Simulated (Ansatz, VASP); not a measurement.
## Two plane-wave programs on Pt

Contents of INCAR:

```
SYSTEM = Pt
  PREC = Accurate
  ENCUT = 500
  EDIFF = 1E-7
  ISMEAR = 0
  SIGMA = 0.1
  LREAL = .FALSE.
  LASPH = .TRUE.
  NELM = 120
  ALGO = Normal
  ISIF = 3
  LWAVE = .FALSE.
  LCHARG = .FALSE.
  GGA = PE
  IBRION = 2
  NSW = 100
  EDIFFG = -0.05
  GGA_COMPAT = .FALSE.
  NELMIN = 4
```

KPOINTS

```
regular mesh
0
G
  8 8 8
  0 0 0
```

Contents of POSCAR:

```
Pt
1.0
    0.0000000000      1.9569520801      1.9569520801
    1.9569520801      0.0000000000      1.9569520801
    1.9569520801      1.9569520801      0.0000000000
Pt
1
Direct
    0.0000000000      0.0000000000      0.0000000000
```

Input for Ansatz:

```yaml
crystal:
  lattice:
    - [0.0, 1.9569520801, 1.9569520801]
    - [1.9569520801, 0.0, 1.9569520801]
    - [1.9569520801, 1.9569520801, 0.0]
  atoms:
    - { symbol: Pt, position: [0.0, 0.0, 0.0] }
basis:
  ecutwfc: 420
kpoints:
  mp_grid: { grid: [8, 8, 8] }
hamiltonian:
  xc: pbe
scf:
  occupations: { method: gaussian, width: 0.1 }
output:
  forces: true
  stress: true
  eigenvalues: true
relax:
  adjacent_minimum: "off"
  f_tol: 0.05
  max_steps: 80
  cell: { stress_tol: 0.5 }
```

Alike in both runs: task relaxation of cell and atoms; functional PBE; k mesh 8 × 8 × 8; occupations gaussian, width 0.1 eV; no spin polarisation.

```csv
,VASP,Ansatz
version,VASP 6.6.1,Ansatz 0.2.0
potentials or method,"VASP PAW PBE potentials, release 64 (Pt), cutoff 500 eV","scalar-relativistic, plane waves, PAW"
valence electrons in the cell,10,18
```

|  | VASP | Ansatz | Ansatz less VASP |
| --- | --- | --- | --- |
| gap on the k mesh at the Fermi level, each at its own relaxed structure (eV) | none | none | - |
| relaxed volume (Å³/atom) | 15.60 | 15.61 | +0.017 |
| relaxed cell length with the largest relative difference (Å) | 2.804 | 2.806 | +0.0010 |

A gap of «none» marks a metal or a gap that the smearing closes. VASP's potentials hold 10 valence electrons a cell and Ansatz's 18, so a difference there can come from the potentials and not from the codes.

Spin-orbit coupling is off throughout.
